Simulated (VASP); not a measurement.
# CuGe (P4/mmm) in VASP: further runs

CuGe is run at these levels: PBE; tasks: relaxation of cell and atoms, single point.

Program: VASP 6.6.1. These are calculated values, not measurements. Logs are shortened: lines on timing, memory, paths and dates and some standing lists are left out, and cuts for length are marked.

### 1 The cell of the first run

It takes space group P4/mmm (No. 123, tetragonal). The conventional cell has a = 2.893 Å, b = 2.893 Å, c = 3.618 Å, α = 90.00°, β = 90.00°, γ = 90.00°. Within 3.6 Å of Cu (site symmetry 4/mmm) lie 8 Ge at 2.73 Å and 4 Cu at 2.89 Å. Within 3.6 Å of Ge (site symmetry 4/mmm) lie 8 Cu at 2.73 Å and 4 Ge at 2.89 Å.

### 2 Relaxation of cell and atoms, PBE

File INCAR:

```
SYSTEM = CuGe
PREC = Accurate
ENCUT = 600
EDIFF = 1E-7
ISMEAR = 0
SIGMA = 0.1
LREAL = .FALSE.
LASPH = .TRUE.
NELM = 80
ALGO = Normal
ISIF = 3
LWAVE = .FALSE.
LCHARG = .FALSE.
GGA = PE
IBRION = 2
NSW = 90
EDIFFG = -0.04
```

File KPOINTS:

```
regular mesh
0
G
  6 6 6
  0 0 0
```

File POSCAR:

```
CuGe
1.0
    2.8928657300      0.0000000000      0.0000000000
    0.0000000000      2.8928657300      0.0000000000
    0.0000000000      0.0000000000      3.6182643053
Cu Ge
1 1
Direct
    0.5000000000      0.5000000000      0.5000000000
    0.0000000000      0.0000000000      0.0000000000
```

Potentials or basis: VASP PAW PBE potentials, release 64 (Cu, Ge_d).

Run with:

```sh
$ cat potpaw_PBE.64/Cu/POTCAR potpaw_PBE.64/Ge_d/POTCAR > POTCAR
$ mpirun -np 1 vasp_std > vasp.out
```

OUTCAR:

```text
SYSTEM = CuGe
   PREC = Accurate
   ENCUT = 600
   EDIFF = 1E-7
   ISMEAR = 0
   LREAL = .FALSE.
   LASPH = .TRUE.
   NELM = 80
   ISIF = 3
   GGA = PE
   IBRION = 2
   NSW = 90
   EDIFFG = -0.04

 ion  position               nearest neighbor table
   1  0.500  0.500  0.500-   2 2.73   2 2.73   2 2.73   2 2.73   2 2.73   2 2.73   2 2.73   2 2.73

   2  0.000  0.000  0.000-   1 2.73   1 2.73   1 2.73   1 2.73   1 2.73   1 2.73   1 2.73   1 2.73

  LATTYP: Found a simple tetragonal cell.
 ALAT       =     2.8928657300
 C/A-ratio  =     1.2507543187

  Lattice vectors:

 A1 = (   2.8928657300,   0.0000000000,   0.0000000000)
 A2 = (   0.0000000000,   2.8928657300,   0.0000000000)
 A3 = (   0.0000000000,   0.0000000000,   3.6182643053)

Analysis of symmetry for initial positions (statically):
=====================================================================
 Subroutine PRICEL returns:
 Original cell was already a primitive cell.

 Routine SETGRP: Setting up the symmetry group for a
 simple tetragonal supercell.

 Subroutine GETGRP returns: Found 16 space group operations
 (whereof 16 operations were pure point group operations)
 out of a pool of 16 trial point group operations.

The static configuration has the point symmetry D_4h.

Analysis of symmetry for dynamics (positions and initial velocities):
=====================================================================
 Subroutine PRICEL returns:
 Original cell was already a primitive cell.

 Routine SETGRP: Setting up the symmetry group for a
 simple tetragonal supercell.

 Subroutine GETGRP returns: Found 16 space group operations
 (whereof 16 operations were pure point group operations)
 out of a pool of 16 trial point group operations.

The dynamic configuration has the point symmetry D_4h.

 Subroutine INISYM returns: Found 16 space group operations
 (whereof 16 operations are pure point group operations),
 and found     1 'primitive' translations

----------------------------------------------------------------------------------------

                                     Primitive cell

  volume of cell :      30.2801

  direct lattice vectors                    reciprocal lattice vectors
     2.892865730  0.000000000  0.000000000     0.345677986  0.000000000  0.000000000
     0.000000000  2.892865730  0.000000000     0.000000000  0.345677986  0.000000000
     0.000000000  0.000000000  3.618264305     0.000000000  0.000000000  0.276375609

  length of vectors
     2.892865730  2.892865730  3.618264305     0.345677986  0.345677986  0.276375609

  position of ions in fractional coordinates (direct lattice)
     0.500000000  0.500000000  0.500000000
     0.000000000  0.000000000  0.000000000

  ion indices of the primitive-cell ions
   primitive index   ion index
                 1           1
                 2           2

----------------------------------------------------------------------------------------

 KPOINTS: regular mesh

Automatic generation of k-mesh.
 Grid dimensions read from file:
 generate k-points for:    6    6    6

 Generating k-lattice:

  Cartesian coordinates                     Fractional coordinates (reciprocal lattice)
     0.057612998  0.000000000  0.000000000     0.166666667  0.000000000  0.000000000
     0.000000000  0.057612998  0.000000000     0.000000000  0.166666667  0.000000000
     0.000000000  0.000000000  0.046062601     0.000000000  0.000000000  0.166666667

  Length of vectors
     0.057612998  0.057612998  0.046062601

  Shift w.r.t. Gamma in fractional coordinates (k-lattice)
     0.000000000  0.000000000  0.000000000

 Subroutine IBZKPT returns following result:
 ===========================================

 Found     40 irreducible k-points:

 Following reciprocal coordinates:
            Coordinates               Weight
  0.000000  0.000000  0.000000      1.000000
  0.166667  0.000000  0.000000      4.000000
  0.333333  0.000000  0.000000      4.000000
  0.500000  0.000000  0.000000      2.000000
  0.166667  0.166667  0.000000      4.000000
  0.333333  0.166667  0.000000      8.000000
[... 16 lines left out ...]
  0.333333  0.000000  0.333333      8.000000
  0.500000  0.000000  0.333333      4.000000
 [... further k-points ...]
   k-points           NKPTS =     40   k-points in BZ     NKDIM =     40   number of bands    NBANDS=     16
   number of dos      NEDOS =    301   number of ions     NIONS =      2
   total plane-waves  NPLWV =  17280
   dimension x,y,z NGX =    24 NGY =   24 NGZ =   30
   dimension x,y,z NGXF=    48 NGYF=   48 NGZF=   60
   ions per type =               1   1
   NGX,Y,Z   is equivalent  to a cutoff of  13.79, 13.79, 13.78 a.u.
   NGXF,Y,Z  is equivalent  to a cutoff of  27.58, 27.58, 27.57 a.u.
 SYSTEM =  CuGe
   PREC   = accura    normal or accurate (medium, high low for compatibility)
   ISTART =      0    job   : 0-new  1-cont  2-samecut
   ICHARG =      2    charge: 1-file 2-atom 10-const
   ISPIN  =      1    spin polarized calculation?
   LNONCOLLINEAR =      F non collinear calculations
   LSORBIT =      F    spin-orbit coupling
   LASPH  =      T    aspherical Exc in radial PAW
   ENCUT  =  600.0 eV  44.10 Ry    6.64 a.u.   5.78  5.78  7.23*2*pi/ulx,y,z
   NELM   =     80;   NELMIN=  2; NELMDL= -5     # of ELM steps
   EDIFF  = 0.1E-06   stopping-criterion for ELM
   LREAL  =      F    real-space projection
   EDIFFG = -.4E-01   stopping-criterion for IOM
   NSW    =     90    number of steps for IOM
   IBRION =      2    ionic relax: 0-MD 1-quasi-New 2-CG
   NFREE  =      1    steps in history (QN), initial steepest desc. (CG)
   ISIF   =      3    stress and relaxation
   ISYM   =      2    0-nonsym 1-usesym 2-fastsym
   POTIM  = 0.5000    time-step for ionic-motion
   TEBEG  =    0.0;   TEEND  =   0.0 temperature during run
   PSTRESS=    0.0 pullay stress
   NELECT =      25.0000    total number of electrons
   NUPDOWN=      -1.0000    fix difference up-down
   EMIN   =  10.00;   EMAX   =-10.00  energy-range for DOS
   EFERMI =   0.00;   METHOD = LEGACY
   ISMEAR =     0;   SIGMA  =   0.10  broadening in eV -4-tet -1-fermi 0-gaus
   EFERMI_NEDOS =   21; number of points for ismear=-14 and -15
   IALGO  =     38    algorithm
   IMIX   =      4    mixing-type and parameters
     AMIX     =   0.40;   BMIX     =  1.00
     AMIX_MAG =   1.60;   BMIX_MAG =  1.00
  volume/ion in A,a.u.               =      15.14       102.17
  Fermi-wavevector in a.u.,A,eV,Ry     =   1.535804  2.902249 32.091993  2.358695
  Thomas-Fermi vector in A             =   2.642542
   LORBIT       =      0    0 simple, 1 ext, 2 COOP (PROOUT), +10 PAW based schemes
   GGA     = PE    functional components
   LHFCALC =     F    Hartree Fock is set to
   AEXX    =    0.0000 exact exchange contribution
   IVDW    =     0    specifies the selected vdW correction
   LEPSILON=     F    determine dielectric tensor
   LRPA    =     F    only Hartree local field effects (RPA)
 conjugate gradient relaxation of ions
 non-spin polarized calculation
 Gauss-broadening in eV      SIGMA  =   0.10
  energy-cutoff  :      600.00
  volume of cell :       30.28
 maximum number of plane-waves:      1032
 NGX is ok and might be reduce to    24
   NGX = 11   NGY = 11   NGZ = 15

--------------------------------------- Ionic step        1  -------------------------------------------

 number of electron      25.0000004 magnetization

 Free energy of the ion-electron system (eV)
  ---------------------------------------------------
  ext. energy  EPLUGINS =         0.00000000
  ---------------------------------------------------
  free energy    TOTEN  =        -7.86763462 eV

  energy without entropy =       -7.86103404  energy(sigma->0) =       -7.86433433

------------------------ aborting loop because EDIFF is reached ----------------------------------------

  FORCE on cell =-STRESS in cart. coord.  units (eV):
  Direction    XX          YY          ZZ          XY          YZ          ZX
  --------------------------------------------------------------------------------------
  -------------------------------------------------------------------------------------
  Total       -0.2462471     -0.2462471      0.6057906      0.0000000      0.0000000     -0.0000000
  in kB      -13.0294139    -13.0294139     32.0535585      0.0000000      0.0000000     -0.0000000
  external PRESSURE =       1.9982436 kB  Pullay stress =       0.0000000 kB
[... 273 lines left out ...]
  energy  without entropy=       -7.8851081966  energy(sigma->0) =       -7.88767980

--------------------------------------- Ionic step        9  -------------------------------------------

 number of electron      24.9999983 magnetization

 Free energy of the ion-electron system (eV)
  ---------------------------------------------------
  ext. energy  EPLUGINS =         0.00000000
  ---------------------------------------------------
  free energy    TOTEN  =        -7.89132364 eV

  energy without entropy =       -7.88669498  energy(sigma->0) =       -7.88900931

 E-fermi :   7.4302     XC(G=0): -11.9383

 val. band max:        7.3510021873   @ k =   0.3333   0.3333   0.5000
 cond. band min:       7.4418044462   @ k =   0.5000   0.3333   0.3333
 fundamental gap:      0.0908022588
 Fermi energy:         7.4301563737

 k-point     1 :       0.0000    0.0000    0.0000
  band No.  band energies     occupation
      1     -17.3549      2.00000
      2     -17.2481      2.00000
      3     -17.1819      2.00000
      4     -17.1819      2.00000
      5     -17.1816      2.00000
      6      -5.1445      2.00000
[... 8 lines left out ...]
     15      12.6650      0.00000
     16      17.0298      0.00000
[... 420 lines left out ...]
  band No.  band energies     occupation
      1     -17.2878      2.00000
      2     -17.2451      2.00000
      3     -17.2290      2.00000
      4     -17.1778      2.00000
      5     -17.1498      2.00000
      6      -0.9632      2.00000
[... 8 lines left out ...]
     15      16.2620      0.00000
     16      18.1741      0.00000

 [... further k-points ...]
[... 5 lines left out ...]
  --------------------------------------------------------------------------------------
  -------------------------------------------------------------------------------------
  Total        0.0028308      0.0028308     -0.0459949      0.0000000      0.0000000     -0.0000000
  in kB        0.1500783      0.1500783     -2.4384672      0.0000000      0.0000000     -0.0000000
  external PRESSURE =      -0.7127702 kB  Pullay stress =       0.0000000 kB
[... 17 lines left out ...]
  FREE ENERGIE OF THE ION-ELECTRON SYSTEM (eV)
  ---------------------------------------------------
  free  energy   TOTEN  =        -7.8913236424 eV

  energy  without entropy=       -7.8866949773  energy(sigma->0) =       -7.88900931

 reached required accuracy - stopping structural energy minimisation
```

It took 95 s on 1 thread of AMD EPYC 9R45 (Zen 5), shared host; peak memory 0.13 GiB.

What came out:

```yaml
Free_energy: -7.8913 eV
Relaxed_volume: 15.11 Å³/atom
Relaxed_cell: a = 2.815 Å, b = 2.815 Å, c = 3.813 Å, α = 90.00°, β = 90.00°, γ = 90.00°
Space_group_after_relaxing_to_0.05_Å: P4/mmm (No. 123)
Energy_gained_by_relaxing: 11.8 meV/atom
Ionic_steps: 9
Pressure_after_relaxing: -0.1 GPa
```

The path:
```tsv
step	energy change (eV)	largest force (eV/Å)	pressure (GPa)	volume (Å³)
1	0.0000	0.0000	0.20	30.28
2	-0.0107	0.0000	-0.10	30.36
3	-0.0181	0.0000	-0.50	30.45
4	-0.0194	0.0000	-1.20	30.58
5	-0.0222	0.0000	-0.97	30.51
6	-0.0222	0.0000	-1.07	30.55
7	-0.0226	0.0000	-1.02	30.53
8	-0.0226	0.0000	0.86	29.90
9	-0.0237	0.0000	-0.07	30.22
```

Final structure:
```cif
data_structure
_symmetry_space_group_name_H-M 'P 1'
_symmetry_Int_Tables_number 1
_cell_length_a 2.8154
_cell_length_b 2.8154
_cell_length_c 3.8127
_cell_angle_alpha 90.000
_cell_angle_beta 90.000
_cell_angle_gamma 90.000
_cell_volume 30.22
loop_
_atom_site_label
_atom_site_type_symbol
_atom_site_fract_x
_atom_site_fract_y
_atom_site_fract_z
_atom_site_occupancy
Cu1 Cu 0.50000 0.50000 0.50000 1
Ge1 Ge 0.00000 0.00000 0.00000 1
```

Caveat: the k points lie up to 0.37 Å⁻¹ apart in the final cell.

### 3 Single point, PBE

This run uses another cell than the first one, of 15.07 Å³/atom, 0.995 times its volume.

File INCAR:

```
SYSTEM = CuGe
PREC = Accurate
ENCUT = 520
EDIFF = 1E-6
ISMEAR = 0
SIGMA = 0.1
LREAL = .FALSE.
LASPH = .TRUE.
NELM = 80
ALGO = Normal
ISIF = 2
LWAVE = .FALSE.
LCHARG = .FALSE.
GGA = PE
NBANDS = 20
```

File KPOINTS:

```
Automatic mesh
0
G
  14 14 12
  0 0 0
```

File POSCAR:

```
CuGe
1.0
    2.8365979254      0.0000000000      0.0000000000
    0.0000000000      2.8365979254      0.0000000000
    0.0000000000      0.0000000000      3.7457525591
Cu Ge
1 1
Direct
    0.5000000000      0.5000000000      0.5000000000
    0.0000000000      0.0000000000      0.0000000000
```

Potentials or basis: VASP PAW PBE potentials, release 64 (Cu, Ge_d).

Run with:

```sh
$ cat potpaw_PBE.64/Cu/POTCAR potpaw_PBE.64/Ge_d/POTCAR > POTCAR
$ mpirun -np 1 vasp_std > vasp.out
```

OUTCAR:

```text
SYSTEM = CuGe
   PREC = Accurate
   ENCUT = 520
   EDIFF = 1E-6
   ISMEAR = 0
   LREAL = .FALSE.
   LASPH = .TRUE.
   NELM = 80
   ISIF = 2
   GGA = PE

 ion  position               nearest neighbor table
   1  0.500  0.500  0.500-   2 2.74   2 2.74   2 2.74   2 2.74   2 2.74   2 2.74   2 2.74   2 2.74

   2  0.000  0.000  0.000-   1 2.74   1 2.74   1 2.74   1 2.74   1 2.74   1 2.74   1 2.74   1 2.74

  LATTYP: Found a simple tetragonal cell.
 ALAT       =     2.8365979254
 C/A-ratio  =     1.3205088129

  Lattice vectors:

 A1 = (   2.8365979254,   0.0000000000,   0.0000000000)
 A2 = (   0.0000000000,   2.8365979254,   0.0000000000)
 A3 = (   0.0000000000,   0.0000000000,   3.7457525591)

Analysis of symmetry for initial positions (statically):
=====================================================================
 Subroutine PRICEL returns:
 Original cell was already a primitive cell.

 Routine SETGRP: Setting up the symmetry group for a
 simple tetragonal supercell.

 Subroutine GETGRP returns: Found 16 space group operations
 (whereof 16 operations were pure point group operations)
 out of a pool of 16 trial point group operations.

The static configuration has the point symmetry D_4h.

Analysis of symmetry for dynamics (positions and initial velocities):
[... 154 lines left out ...]
  ext. energy  EPLUGINS =         0.00000000
  ---------------------------------------------------
  free energy    TOTEN  =        -7.87212316 eV

  energy without entropy =       -7.86838237  energy(sigma->0) =       -7.87025277

 E-fermi :   7.5012     XC(G=0): -11.9529

 val. band max:        7.4923076960   @ k =   0.5000   0.1429   0.2500
 cond. band min:       7.5112299420   @ k =   0.5000   0.0714   0.4167
 fundamental gap:      0.0189222460
 Fermi energy:         7.5012081076

 k-point     1 :       0.0000    0.0000    0.0000
  band No.  band energies     occupation
      1     -17.2859      2.00000
      2     -17.1940      2.00000
      3     -17.1301      2.00000
      4     -17.1301      2.00000
      5     -17.1246      2.00000
      6      -5.0995      2.00000
[... 541 lines left out ...]
     19      21.4554      0.00000
     20      22.4448      0.00000

 [... further k-points ...]
[... 5 lines left out ...]
  --------------------------------------------------------------------------------------
  -------------------------------------------------------------------------------------
  Total        0.0312657      0.0312657      0.0481291      0.0000000      0.0000000     -0.0000000
  in kB        1.6620511      1.6620511      2.5584917      0.0000000      0.0000000     -0.0000000
  external PRESSURE =       1.9608646 kB  Pullay stress =       0.0000000 kB

 VOLUME and BASIS-vectors are now :
 -----------------------------------------------------------------------------
  energy-cutoff  :      520.00
  volume of cell :       30.14
      direct lattice vectors                 reciprocal lattice vectors
     2.836597925  0.000000000  0.000000000     0.352534983  0.000000000  0.000000000
     0.000000000  2.836597925  0.000000000     0.000000000  0.352534983  0.000000000
     0.000000000  0.000000000  3.745752559     0.000000000  0.000000000  0.266969049

 POSITION                                       TOTAL-FORCE (eV/Angst)
 -----------------------------------------------------------------------------------
      1.41830      1.41830      1.87288         0.000000      0.000000      0.000000
      0.00000      0.00000      0.00000         0.000000      0.000000      0.000000
 -----------------------------------------------------------------------------------
    total drift:                                0.000000      0.000000     -0.000000

  FREE ENERGIE OF THE ION-ELECTRON SYSTEM (eV)
  ---------------------------------------------------
  free  energy   TOTEN  =        -7.8721231586 eV

  energy  without entropy=       -7.8683823734  energy(sigma->0) =       -7.87025277
```

stdout:

```text
POSCAR found type information on POSCAR CuGe
 POSCAR found :  2 types and       2 ions
 scaLAPACK will be used
 LDA part: xc-table for (Slater+PW92), standard interpolation
 POSCAR, INCAR and KPOINTS ok, starting setup
 FFT: planning ... GRIDC
 FFT: planning ... GRID_SOFT
 FFT: planning ... GRID
 WAVECAR not read
 entering main loop
```

Wall time 74 s (1 thread of AMD EPYC 9R45 (Zen 5), shared host); peak memory 0.23 GiB.

Results:

```yaml
Free_energy: -7.8721 eV
Pressure: 0.2 GPa
```

Levels at points of the mesh, in eV from the Fermi level:
| k point | band 9 | band 10 | band 11 | band 12 | band 13 | band 14 | band 15 | band 16 |
| --- | --- | --- | --- | --- | --- | --- | --- | --- |
| (0.00, 0.00, 0.00) | -2.82 | -2.82 | -2.56 | -1.92 | 1.67 | 4.94 | 4.94 | 9.40 |
| (0.50, 0.00, 0.00) | -3.53 | -3.00 | -2.76 | -1.95 | 3.22 | 4.47 | 4.99 | 6.40 |
| (0.50, 0.50, 0.00) | -3.33 | -3.24 | -3.24 | -2.25 | -1.80 | 1.64 | 4.30 | 8.16 |
| (0.00, 0.00, 0.50) | -3.06 | -2.99 | -2.99 | -2.56 | 6.68 | 6.68 | 9.75 | 10.68 |
| (0.50, 0.00, 0.50) | -3.67 | -2.94 | -2.81 | -2.81 | -2.06 | -0.19 | 8.60 | 13.22 |
| (0.50, 0.50, 0.50) | -4.00 | -2.74 | -2.25 | 0.17 | 0.17 | 2.23 | 2.23 | 2.30 |
